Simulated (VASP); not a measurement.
**As: relaxation of cell and atoms with PBE**

As:

```
As
1.0
     1.40506   -0.81121    2.48228
     0.00000    1.62243    2.48228
    -1.40506   -0.81121    2.48228
As
2
Direct
  0.23200 0.23200 0.23200
  0.76800 0.76800 0.76800
```

```yaml
Program: VASP 6.6.1
Task: relaxation of cell and atoms
Functional: PBE
Potentials_or_basis: VASP PAW PBE potentials, release 64 (As)
Cutoff: 600 eV
k_mesh: 16 × 16 × 16
Occupations: fermi-dirac, width 0.1 eV
Spin: no spin polarisation
Target_pressure: 410 GPa
Dipole_correction: no
Further_INCAR_settings: ALGO = Normal; EDIFF = 1e-07; IBRION = 2; EDIFFG = -0.005; NSW = 60; ISIF = 3
```

* Relaxed volume: 8.44 Å³/atom
* Relaxed cell: a = 3.950 Å, b = 3.950 Å, c = 3.950 Å, α = 33.67°, β = 33.67°, γ = 33.67°
* Space group after relaxing (to 0.05 Å): Fm-3m (No. 225)
* Energy change on relaxing (the enthalpy is what falls): -2050.7 meV/atom
* Ionic steps: 43
* Pressure after relaxing: 410.0 GPa
* Largest force after relaxing: 0.004 eV/Å
* Band gap on the k mesh: zero (band 5 reaches 31.13 eV, above the bottom of band 6 at 14.33 eV)

Forces on the atoms (eV/Å):
```
As   0.000  0.000  0.004
As   0.000  0.000 -0.004
```

The path:
```csv
step,energy change (eV),largest force (eV/Å),pressure (GPa),volume (Å³)
1,0.0000,13.6930,517.76,16.98
3,-7.9914,3.9030,294.15,19.69
5,-4.7094,1.0529,395.52,18.03
7,-0.6043,4.1915,521.94,16.61
9,-4.6318,2.7881,395.13,17.99
11,-4.3919,1.4666,402.76,17.86
13,-4.2508,4.1000,401.00,17.38
15,-2.6268,6.6147,454.44,16.50
17,-0.8245,7.4394,515.87,15.87
19,-1.2135,7.2603,502.70,15.99
21,-1.3535,7.0528,497.85,16.04
23,-1.5424,6.7724,491.74,16.09
25,-2.3565,5.5769,465.43,16.33
27,-5.1090,1.6502,376.78,17.29
29,-4.6600,1.8500,391.33,17.11
31,-3.5869,1.1633,427.00,16.68
33,-4.0431,0.0984,411.99,16.85
35,-4.1470,0.0746,408.54,16.89
37,-4.0898,0.0775,410.41,16.87
39,-4.0656,0.0788,411.21,16.86
41,-4.1079,0.0184,409.81,16.87
43,-4.1014,0.0041,410.03,16.87
```

Final structure:
```
As
1.0
     1.14380   -0.66037    3.72249
     0.00000    1.32075    3.72249
    -1.14380   -0.66037    3.72249
As
2
Direct
  0.25000 0.25000 0.25000
  0.75000 0.75000 0.75000
```

Levels at points of the mesh, in eV from the Fermi level:
```
           k point  band 1  band 2  band 3  band 4  band 5  band 6  band 7  band 8  band 9
(0.00, 0.00, 0.00)  -26.39  -15.40  -14.70   10.34   10.34   14.18   14.18   14.65   15.04
(0.50, 0.00, 0.00)  -16.14  -16.14   -8.63   -8.63   -1.08   -1.08    3.72    3.72    8.15
(0.50, 0.50, 0.00)  -15.43  -14.81  -12.87   -9.70    0.67    0.81    4.46    8.14   10.44
(0.50, 0.50, 0.50)  -23.58  -23.58   -1.17   -1.17   11.10   11.10   11.11   11.11   15.10
```

It took 19 min on 1 thread of Intel(R) Xeon(R) Platinum 8259CL CPU @ 2.50GHz (Skylake/Cascade Lake), on a shared host, peak memory 0.27 GiB.

Caveat: the cell is relaxed towards a set pressure, so the enthalpy falls and the energy may rise.
